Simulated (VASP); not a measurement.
Here is a VASP 6.6.1 calculation.

The input INCAR:

```
  ALGO = Normal
  EDIFF = 1E-6
  ENCUT = 520
  GGA = CA
  ISIF = 2
  ISMEAR = 0
  LASPH = T
  LCHARG = F
  LREAL = F
  LWAVE = F
  NBANDS = 23
  NELM = 60
  PREC = Accurate
  SIGMA = 0.05
```

KPOINTS

```
k-points
0
Gamma
  8 8 8
```

File POSCAR:

```
CsO
1.0
   -2.2150250000      3.2953750000      3.7585000000
    2.2150250000     -3.2953750000      3.7585000000
    2.2150250000      3.2953750000     -3.7585000000
Cs O
2 2
Direct
    0.2500000000      0.2500000000      0.0000000000
    0.7500000000      0.7500000000      0.0000000000
    0.6200000000      0.0000000000      0.6200000000
    0.3800000000      0.0000000000      0.3800000000
```

Potentials or basis: VASP PAW LDA potentials, release 64 (Cs_sv, O).

Run with:

```sh
$ cat potpaw_LDA.64/Cs_sv/POTCAR potpaw_LDA.64/O/POTCAR > POTCAR
$ mpirun -np 1 vasp_std > vasp.out
```

(1) Predict the band gap on the k mesh.

(2) What does it give for the largest force?

(3) Predict the pressure.

Results:

(1) 1.50 eV (least direct gap 1.63 eV).

(2) 1.583 eV/Å.

(3) -4.6 GPa.

Caveat: the cell differs from its parent crystal (strain +0.025 along x and y, +0.000 along z); the cell stands under tension; spin-orbit coupling is left out, which moves the levels of the heavy elements; forces of over 1 eV/Å act on the atoms, so gaps and moduli don't describe the material at rest.
